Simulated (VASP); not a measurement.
Set up this calculation in VASP 6.6.1, as the native input.

```
Task                   : single point
Functional             : PBE
Dispersion             : D3(BJ)
Potentials or basis    : VASP PAW PBE potentials, release 64 (H)
Cutoff                 : 520 eV
k mesh                 : 1 × 1 × 1
Occupations            : fermi-dirac, width 0.02 eV
Spin                   : no spin polarisation
Dipole correction      : no
Further INCAR settings : LREAL = Auto; ALGO = Normal; EDIFF = 1e-07; NBANDS = 22
```

The structure of H lies in POSCAR:

```
H
1.0
    6.2144650000      0.0000000000      0.0000000000
    0.0000000000      6.2144650000      0.0000000000
    0.0000000000      0.0000000000      6.2144650000
H
16
Direct
    0.5539656270      8.7665148971      2.3407485600
    3.1176778693     -5.9594188719     -5.0824326792
   -6.0819072921      1.6233416714      8.9035339325
   69.1318721724    -64.1201776822   -192.7042472683
 -129.1180978572    131.2085754767    157.2901448475
   85.7647601201    -54.5937743635     43.0082074644
 -217.6424036502   -103.0656862658     23.2623081794
  214.4962599355    103.1686878919    -28.5699734410
    4.3576076138      5.0663411895     -3.2825190905
    7.2964285743    -12.7723947275    -12.2001008936
   -0.4843860252      2.8191646425      4.8255803195
    6.5543695234     -2.5951228304      8.6173789699
   -0.9216078938     -2.5896034494     -2.0742895808
   -7.7325884046     -0.8783700608     -5.4115036451
  -13.7974387176    -10.4366184378     14.0432844983
   -5.5684439449     12.8993565818     -6.1060284353
```

These files were run (other wordings do the same):

INCAR

```
  PREC = Accurate
  ENCUT = 520
  EDIFF = 1E-7
  ISMEAR = -1
  SIGMA = 0.02
  LREAL = Auto
  LASPH = True
  NELM = 60
  ALGO = Normal
  ISIF = 2
  LWAVE = False
  LCHARG = False
  GGA = PE
  IVDW = 12
  NBANDS = 22
```

KPOINTS

```
regular mesh
0
Gamma
  1 1 1
```

Potentials or basis: VASP PAW PBE potentials, release 64 (H).

Run with:

```console
$ cat potpaw_PBE.64/H/POTCAR > POTCAR
$ mpirun -np 1 vasp_gam > vasp.out
```

Results of the run:

| Quantity | Value |
| --- | --- |
| Pressure | -6.7 GPa |
| Largest force | 3.880 eV/Å |
| Band gap on the k mesh | 0.41 eV |
| Dispersion energy per atom | -0.033 eV |

Caveat: the k points lie up to 1.01 Å⁻¹ apart.

It took 20 s on 1 thread of Intel Xeon 6975P-C, on a shared host, peak memory 0.28 GiB.
